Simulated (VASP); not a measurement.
# GaCo in VASP: notebook, part 2 of 2

VASP 6.6.1. Earlier steps stand in the parts before.

## Step 3: Single point, PBEsol (strain +0.080 along x and y, +0.040 along z)

INCAR reads:

```
PREC = Accurate ; ENCUT = 520
EDIFF = 1E-6 ; ISMEAR = 0
SIGMA = 0.15 ; LREAL = False
LASPH = True ; NELM = 60
ALGO = Fast ; ISIF = 2
LWAVE = False ; LCHARG = False
GGA = PS ; NBANDS = 18
```

KPOINTS reads:

```
regular mesh
0
Gamma
  16 16 16
```

POSCAR reads:

```
GaCo
1.0
    3.1137480000      0.0000000000      0.0000000000
    0.0000000000      3.1137480000      0.0000000000
    0.0000000000      0.0000000000      2.9984240000
Ga Co
1 1
Direct
    0.5000000000      0.5000000000      0.5000000000
    0.0000000000      0.0000000000      0.0000000000
```

Potentials or basis: VASP PAW PBE potentials, release 64 (Ga_d, Co).

Launch:

```sh
> cat potpaw_PBE.64/Ga_d/POTCAR potpaw_PBE.64/Co/POTCAR > POTCAR
> mpirun -np 1 vasp_std > vasp.out
```

OUTCAR:

```text
PREC = Accurate
   ENCUT = 520
   EDIFF = 1E-6
   ISMEAR = 0
   LREAL = False
   LASPH = True
   NELM = 60
   ISIF = 2
   GGA = PS

 ion  position               nearest neighbor table
   1  0.500  0.500  0.500-   2 2.66   2 2.66   2 2.66   2 2.66   2 2.66   2 2.66   2 2.66   2 2.66

   2  0.000  0.000  0.000-   1 2.66   1 2.66   1 2.66   1 2.66   1 2.66   1 2.66   1 2.66   1 2.66

  LATTYP: Found a simple tetragonal cell.
 ALAT       =     3.1137480000
 C/A-ratio  =     0.9629629630

  Lattice vectors:

 A1 = (   3.1137480000,   0.0000000000,   0.0000000000)
 A2 = (   0.0000000000,   3.1137480000,   0.0000000000)
 A3 = (   0.0000000000,   0.0000000000,   2.9984240000)

Analysis of symmetry for initial positions (statically):
=====================================================================
 Subroutine PRICEL returns:
 Original cell was already a primitive cell.

 Routine SETGRP: Setting up the symmetry group for a
 simple tetragonal supercell.

 Subroutine GETGRP returns: Found 16 space group operations
 (whereof 16 operations were pure point group operations)
 out of a pool of 16 trial point group operations.

The static configuration has the point symmetry D_4h.

Analysis of symmetry for dynamics (positions and initial velocities):
=====================================================================
 Subroutine PRICEL returns:
 Original cell was already a primitive cell.

 Routine SETGRP: Setting up the symmetry group for a
 simple tetragonal supercell.

 Subroutine GETGRP returns: Found 16 space group operations
 (whereof 16 operations were pure point group operations)
 out of a pool of 16 trial point group operations.

The dynamic configuration has the point symmetry D_4h.

 Subroutine INISYM returns: Found 16 space group operations
 (whereof 16 operations are pure point group operations),
 and found     1 'primitive' translations

[... 105 lines left out ...]
   NELECT =      22.0000    total number of electrons
   NUPDOWN=      -1.0000    fix difference up-down
   EMIN   =  10.00;   EMAX   =-10.00  energy-range for DOS
   EFERMI =   0.00;   METHOD = LEGACY
   ISMEAR =     0;   SIGMA  =   0.15  broadening in eV -4-tet -1-fermi 0-gaus
   EFERMI_NEDOS =   21; number of points for ismear=-14 and -15
   IALGO  =     68    algorithm
   IMIX   =      4    mixing-type and parameters
     AMIX     =   0.40;   BMIX     =  1.00
     AMIX_MAG =   1.60;   BMIX_MAG =  1.00
  volume/ion in A,a.u.               =      14.54        98.09
  Fermi-wavevector in a.u.,A,eV,Ry     =   1.491863  2.819213 30.281895  2.225656
  Thomas-Fermi vector in A             =   2.604464
   LORBIT       =      0    0 simple, 1 ext, 2 COOP (PROOUT), +10 PAW based schemes
   GGA     = PS    functional components
   LHFCALC =     F    Hartree Fock is set to
   AEXX    =    0.0000 exact exchange contribution
   IVDW    =     0    specifies the selected vdW correction
   LEPSILON=     F    determine dielectric tensor
   LRPA    =     F    only Hartree local field effects (RPA)
 non-spin polarized calculation
 RMM-DIIS sequential band-by-band and
 Gauss-broadening in eV      SIGMA  =   0.15
  energy-cutoff  :      520.00
  volume of cell :       29.07
 maximum number of plane-waves:       800
 NGX is ok and might be reduce to    24
   NGX = 11   NGY = 11   NGZ = 11

 number of electron      21.9999993 magnetization

 Free energy of the ion-electron system (eV)
  ---------------------------------------------------
  ext. energy  EPLUGINS =         0.00000000
  ---------------------------------------------------
  free energy    TOTEN  =       -11.12897940 eV

  energy without entropy =      -11.10889196  energy(sigma->0) =      -11.11893568

 E-fermi :   7.1107     XC(G=0): -12.2321

 val. band max:        7.1038406308   @ k =   0.5000   0.0000   0.3125
 cond. band min:       7.1111658654   @ k =   0.5000   0.2500   0.0000
 fundamental gap:      0.0073252346
 Fermi energy:         7.1107377574

 k-point     1 :       0.0000    0.0000    0.0000
  band No.  band energies     occupation
      1      -7.6634      2.00000
      2      -7.6304      2.00000
      3      -7.4527      2.00000
      4      -7.4436      2.00000
      5      -7.4436      2.00000
      6      -3.3790      2.00000
[... 481 lines left out ...]
      5      -7.4431      2.00000
      6       0.0237      2.00000
[... 10 lines left out ...]
     17      19.3360      0.00000
     18      20.7068      0.00000

 [... further k-points ...]
[... 5 lines left out ...]
  --------------------------------------------------------------------------------------
  -------------------------------------------------------------------------------------
  Total       -4.9277866     -4.9277866     -4.6173226      0.0000000      0.0000000      0.0000000
  in kB     -271.5829514   -271.5829514   -254.4724858      0.0000000      0.0000000      0.0000000
  external PRESSURE =    -265.8794629 kB  Pullay stress =       0.0000000 kB

 VOLUME and BASIS-vectors are now :
 -----------------------------------------------------------------------------
  energy-cutoff  :      520.00
  volume of cell :       29.07
      direct lattice vectors                 reciprocal lattice vectors
     3.113748000  0.000000000  0.000000000     0.321156368  0.000000000  0.000000000
     0.000000000  3.113748000  0.000000000     0.000000000  0.321156368  0.000000000
     0.000000000  0.000000000  2.998424000     0.000000000  0.000000000  0.333508536

 POSITION                                       TOTAL-FORCE (eV/Angst)
 -----------------------------------------------------------------------------------
      1.55687      1.55687      1.49921         0.000000      0.000000      0.000000
      0.00000      0.00000      0.00000         0.000000      0.000000      0.000000
 -----------------------------------------------------------------------------------
    total drift:                                0.000000      0.000000     -0.000000

  FREE ENERGIE OF THE ION-ELECTRON SYSTEM (eV)
  ---------------------------------------------------
  free  energy   TOTEN  =       -11.1289793953 eV

  energy  without entropy=      -11.1088919624  energy(sigma->0) =      -11.11893568
```

OSZICAR:

```text
N       E                     dE             d eps       ncg     rms          rms(c)
DAV:   1     0.105256714875E+03    0.10526E+03   -0.10516E+04 15524   0.206E+03
DAV:   2    -0.531381838599E+01   -0.11057E+03   -0.10644E+03 14772   0.323E+02
DAV:   3    -0.122834573275E+02   -0.69696E+01   -0.68898E+01 16020   0.796E+01
DAV:   4    -0.124036403464E+02   -0.12018E+00   -0.12008E+00 17926   0.102E+01
DAV:   5    -0.124081378074E+02   -0.44975E-02   -0.44970E-02 18084   0.176E+00    0.101E+01
RMM:   6    -0.157637088305E+02   -0.33556E+01   -0.16048E+01 18046   0.383E+01    0.195E+01
RMM:   7    -0.111492618720E+02    0.46144E+01   -0.50191E+00 17966   0.215E+01    0.133E+00
RMM:   8    -0.111322119013E+02    0.17050E-01   -0.16872E-01 19066   0.388E+00    0.593E-01
RMM:   9    -0.111312391165E+02    0.97278E-03   -0.62846E-02 21105   0.168E+00    0.495E-01
RMM:  10    -0.111287954848E+02    0.24436E-02   -0.76290E-03 19382   0.866E-01    0.131E-01
RMM:  11    -0.111289406114E+02   -0.14513E-03   -0.17151E-03 22551   0.281E-01    0.829E-02
RMM:  12    -0.111289894329E+02   -0.48821E-04   -0.34679E-04 22875   0.156E-01    0.430E-02
RMM:  13    -0.111289741652E+02    0.15268E-04   -0.11411E-04 21766   0.961E-02    0.868E-03
RMM:  14    -0.111289786257E+02   -0.44604E-05   -0.52531E-05 20910   0.389E-02    0.545E-03
RMM:  15    -0.111289793953E+02   -0.76966E-06   -0.86000E-06 18840   0.218E-02
   1 F= -.11128979E+02 E0= -.11118936E+02  d E =-.200874E-01
```

Run time: 2.9 min. Hardware: 1 thread of Intel Xeon Platinum 8488C (Sapphire Rapids), shared host; peak memory 0.32 GiB.

What came out:

```
Free energy            : -11.1290 eV
Pressure               : -26.6 GPa
Band gap on the k mesh : zero (band 11 reaches 7.77 eV, above the bottom of band 12 at 6.92 eV)
```

Stress tensor (GPa, compression positive):
```
-27.16   0.00   0.00
  0.00 -27.16   0.00
  0.00   0.00 -25.45
```

Caveat: the cell differs from its parent crystal (strain +0.080 along x and y, +0.040 along z); the PAW data sets were made with another functional, which shifts forces and pressure a little. Spin polarisation is off, so any magnetic state and its effect on volume and gap are missing.

## Step 4: Single point, PBEsol (strain -0.080 along x and y, -0.080 along z)

INCAR reads:

```
ALGO     = Normal         # electronic algorithm
EDIFF    = 1E-7           # SCF threshold, eV
ENCUT    = 520            # plane-wave cutoff, eV
GGA      = PS             # functional
ISIF     = 2              # what is computed and relaxed
ISMEAR   = 0              # smearing method
LASPH    = T              # aspherical terms in the spheres
LCHARG   = T              # write CHGCAR
LELF     = T              # ELF
LREAL    = F              # projectors in reciprocal space
LVHAR    = T            
LWAVE    = F              # write WAVECAR
NBANDS   = 18             # bands
NELM     = 60             # most SCF steps
PREC     = Accurate       # precision mode
SIGMA    = 0.15           # smearing width, eV
```

KPOINTS reads:

```
k-points
0
Gamma
  16 16 16
```

POSCAR reads:

```
GaCo
1.0
    2.6524520000      0.0000000000      0.0000000000
    0.0000000000      2.6524520000      0.0000000000
    0.0000000000      0.0000000000      2.6524520000
Ga Co
1 1
Direct
    0.5000000000      0.5000000000      0.5000000000
    0.0000000000      0.0000000000      0.0000000000
```

Potentials or basis: VASP PAW PBE potentials, release 64 (Ga_d, Co).

Launch:

```sh
> cat potpaw_PBE.64/Ga_d/POTCAR potpaw_PBE.64/Co/POTCAR > POTCAR
> mpirun -np 1 vasp_std > vasp.out
```

OUTCAR:

```text
EDIFF = 1E-7
   ENCUT = 520
   GGA = PS
   ISIF = 2
   ISMEAR = 0
   LASPH = T
   LREAL = F
   NELM = 60
   PREC = Accurate

 ion  position               nearest neighbor table
   1  0.500  0.500  0.500-   2 2.30   2 2.30   2 2.30   2 2.30   2 2.30   2 2.30   2 2.30   2 2.30

   2  0.000  0.000  0.000-   1 2.30   1 2.30   1 2.30   1 2.30   1 2.30   1 2.30   1 2.30   1 2.30

  LATTYP: Found a simple cubic cell.
 ALAT       =     2.6524520000

  Lattice vectors:

 A1 = (   2.6524520000,   0.0000000000,   0.0000000000)
 A2 = (   0.0000000000,   2.6524520000,   0.0000000000)
 A3 = (   0.0000000000,   0.0000000000,   2.6524520000)

Analysis of symmetry for initial positions (statically):
=====================================================================
 Subroutine PRICEL returns:
 Original cell was already a primitive cell.

 Routine SETGRP: Setting up the symmetry group for a
 simple cubic supercell.

 Subroutine GETGRP returns: Found 48 space group operations
 (whereof 48 operations were pure point group operations)
 out of a pool of 48 trial point group operations.

The static configuration has the point symmetry O_h .

Analysis of symmetry for dynamics (positions and initial velocities):
=====================================================================
 Subroutine PRICEL returns:
 Original cell was already a primitive cell.

 Routine SETGRP: Setting up the symmetry group for a
 simple cubic supercell.

 Subroutine GETGRP returns: Found 48 space group operations
 (whereof 48 operations were pure point group operations)
 out of a pool of 48 trial point group operations.

The dynamic configuration has the point symmetry O_h .

 Subroutine INISYM returns: Found 48 space group operations
 (whereof 48 operations are pure point group operations),
 and found     1 'primitive' translations

[... 106 lines left out ...]
   NUPDOWN=      -1.0000    fix difference up-down
   EMIN   =  10.00;   EMAX   =-10.00  energy-range for DOS
   EFERMI =   0.00;   METHOD = LEGACY
   ISMEAR =     0;   SIGMA  =   0.15  broadening in eV -4-tet -1-fermi 0-gaus
   EFERMI_NEDOS =   21; number of points for ismear=-14 and -15
   IALGO  =     38    algorithm
   IMIX   =      4    mixing-type and parameters
     AMIX     =   0.40;   BMIX     =  1.00
     AMIX_MAG =   1.60;   BMIX_MAG =  1.00
  volume/ion in A,a.u.               =       9.33        62.97
  Fermi-wavevector in a.u.,A,eV,Ry     =   1.729424  3.268138 40.693773  2.990908
  Thomas-Fermi vector in A             =   2.804172
   LORBIT       =      0    0 simple, 1 ext, 2 COOP (PROOUT), +10 PAW based schemes
   GGA     = PS    functional components
   LHFCALC =     F    Hartree Fock is set to
   AEXX    =    0.0000 exact exchange contribution
   IVDW    =     0    specifies the selected vdW correction
   LEPSILON=     F    determine dielectric tensor
   LRPA    =     F    only Hartree local field effects (RPA)
 non-spin polarized calculation
 Gauss-broadening in eV      SIGMA  =   0.15
  energy-cutoff  :      520.00
  volume of cell :       18.66
 maximum number of plane-waves:       520
 NGX is ok and might be reduce to    20
   NGX =  9   NGY =  9   NGZ =  9

 number of electron      21.9999988 magnetization

 Free energy of the ion-electron system (eV)
  ---------------------------------------------------
  ext. energy  EPLUGINS =         0.00000000
  ---------------------------------------------------
  free energy    TOTEN  =       -11.04631576 eV

  energy without entropy =      -11.03650073  energy(sigma->0) =      -11.04140824

 E-fermi :  13.4031     XC(G=0): -14.8575

 val. band max:       13.3924759352   @ k =   0.5000   0.3750   0.1250
 cond. band min:      13.4036278303   @ k =   0.5000   0.3125   0.0625
 fundamental gap:      0.0111518951
 Fermi energy:        13.4030643487

 k-point     1 :       0.0000    0.0000    0.0000
  band No.  band energies     occupation
      1      -2.4570      2.00000
      2      -2.4570      2.00000
      3      -1.7746      2.00000
      4      -1.7746      2.00000
      5      -1.7746      2.00000
      6      -0.9859      2.00000
[... 481 lines left out ...]
      5      -1.7650      2.00000
      6       4.5008      2.00000
[... 10 lines left out ...]
     17      28.7769      0.00000
     18      31.5724      0.00000

 [... further k-points ...]
[... 5 lines left out ...]
  --------------------------------------------------------------------------------------
  -------------------------------------------------------------------------------------
  Total        7.7974977      7.7974977      7.7974977      0.0000000      0.0000000      0.0000000
  in kB      669.4578511    669.4578511    669.4578511      0.0000000      0.0000000      0.0000000
  external PRESSURE =     669.4578511 kB  Pullay stress =       0.0000000 kB

 VOLUME and BASIS-vectors are now :
 -----------------------------------------------------------------------------
  energy-cutoff  :      520.00
  volume of cell :       18.66
      direct lattice vectors                 reciprocal lattice vectors
     2.652452000  0.000000000  0.000000000     0.377009650  0.000000000  0.000000000
     0.000000000  2.652452000  0.000000000     0.000000000  0.377009650  0.000000000
     0.000000000  0.000000000  2.652452000     0.000000000  0.000000000  0.377009650

 POSITION                                       TOTAL-FORCE (eV/Angst)
 -----------------------------------------------------------------------------------
      1.32623      1.32623      1.32623         0.000000      0.000000      0.000000
      0.00000      0.00000      0.00000         0.000000      0.000000      0.000000
 -----------------------------------------------------------------------------------
    total drift:                               -0.000000      0.000000      0.000000

  FREE ENERGIE OF THE ION-ELECTRON SYSTEM (eV)
  ---------------------------------------------------
  free  energy   TOTEN  =       -11.0463157562 eV

  energy  without entropy=      -11.0365007260  energy(sigma->0) =      -11.04140824
```

OSZICAR:

```text
N       E                     dE             d eps       ncg     rms          rms(c)
DAV:   1     0.986374319852E+02    0.98637E+02   -0.10202E+04  6806   0.231E+03
DAV:   2    -0.634803421321E+01   -0.10499E+03   -0.10064E+03  6004   0.323E+02
DAV:   3    -0.120563162970E+02   -0.57083E+01   -0.56602E+01  6520   0.765E+01
DAV:   4    -0.121410240461E+02   -0.84708E-01   -0.84645E-01  7194   0.884E+00
DAV:   5    -0.121438368383E+02   -0.28128E-02   -0.28126E-02  7448   0.146E+00    0.131E+01
DAV:   6    -0.121407973513E+02    0.30395E-02   -0.13209E+01  6496   0.495E+01    0.727E+00
DAV:   7    -0.111274841891E+02    0.10133E+01   -0.48450E+00  6450   0.386E+01    0.354E+00
DAV:   8    -0.110522666010E+02    0.75218E-01   -0.16774E-01  8642   0.513E+00    0.651E-01
DAV:   9    -0.110464813468E+02    0.57853E-02   -0.61349E-03  8520   0.139E+00    0.721E-02
DAV:  10    -0.110463275327E+02    0.15381E-03   -0.16842E-04  7822   0.174E-01    0.509E-02
DAV:  11    -0.110463155681E+02    0.11965E-04   -0.31881E-05  7040   0.877E-02    0.380E-03
DAV:  12    -0.110463158055E+02   -0.23744E-06   -0.25962E-06  7944   0.244E-02    0.624E-04
DAV:  13    -0.110463157562E+02    0.49300E-07   -0.81037E-08  4800   0.366E-03
   1 F= -.11046316E+02 E0= -.11041408E+02  d E =-.981503E-02
```

It took 25 s on 1 thread of AMD EPYC 9R45 (Zen 5), shared host; peak memory 0.14 GiB.

What came out:

- Free energy: -11.0463 eV
- Pressure: 66.9 GPa
- Band gap on the k mesh: zero (band 11 reaches 15.99 eV, above the bottom of band 12 at 13.03 eV)

Caveat: the cell differs from its parent crystal (strain -0.080 along x and y, -0.080 along z); the PAW data sets were made with another functional, which shifts forces and pressure a little. Spin polarisation is off, so any magnetic state and its effect on volume and gap are missing.

## Step 5: The runs side by side

| cell | gap on the mesh (eV) | pressure (GPa) |
| --- | --- | --- |
| a = 2.998, b = 2.998, c = 3.114 Å, 2 atoms | none | -24.6 |
| a = 3.114, b = 3.114, c = 2.998 Å, 2 atoms | none | -26.6 |
| a = 2.652 Å, 2 atoms | none | 66.9 |

Alike in all rows: task single point; level PBEsol; potentials or basis VASP PAW PBE potentials, release 64 (Ga_d, Co); no spin polarisation; k mesh 16 × 16 × 16; cutoff (eV) 520; smearing gaussian 0.15 eV.

Caveats: the PAW data sets were made with another functional, which shifts forces and pressure a little.

Total energies depend on the potentials used, so only differences within one code and one set of settings carry meaning.
